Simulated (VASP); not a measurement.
Here is a VASP 6.6.1 calculation.

File POSCAR:

```
CdAu
1.0
    3.2836826411      0.0000000000      0.0000000000
    0.0000000000      3.2836826411      0.0000000000
    0.0000000000      0.0000000000      3.2836826411
Cd Au
1 1
Direct
    0.5000000000      0.5000000000      0.5000000000
    0.0000000000      0.0000000000      0.0000000000
```

The input INCAR.step1:

```
SYSTEM = CdAu
PREC = Accurate
ENCUT = 520
ISMEAR = 0
SIGMA = 0.1
LREAL = .False.
LASPH = .True.
NELM = 100
NBANDS = 18
GGA = PE
ALGO = Normal
EDIFF = 1E-4
LWAVE = .True.
LCHARG = .False.
```

File INCAR.step2:

```
SYSTEM = CdAu
PREC = Accurate
ENCUT = 520
EDIFF = 1E-6
ISMEAR = 0
SIGMA = 0.1
LREAL = .False.
LASPH = .True.
NELM = 100
ALGO = Normal
ISIF = 2
LWAVE = .False.
LCHARG = .False.
METAGGA = R2SCAN
LMIXTAU = .True.
NBANDS = 18
ISTART = 1
```

File KPOINTS:

```
Automatic mesh
0
Gamma
  12 12 12
  0 0 0
```

Potentials or basis: VASP PAW PBE potentials, release 64 (Cd, Au).

Launch:

```sh
$ cat potpaw_PBE.64/Cd/POTCAR potpaw_PBE.64/Au/POTCAR > POTCAR
$ cp INCAR.step1 INCAR
$ mpirun -np 1 vasp_std > vasp.out
$ cp INCAR.step2 INCAR
$ mpirun -np 1 vasp_std > vasp.out
```

(1) What does it give for the pressure?

## Answers

(1) 8.6 GPa.

Caveat: the PAW data sets were made with another functional, which shifts forces and pressure a little.
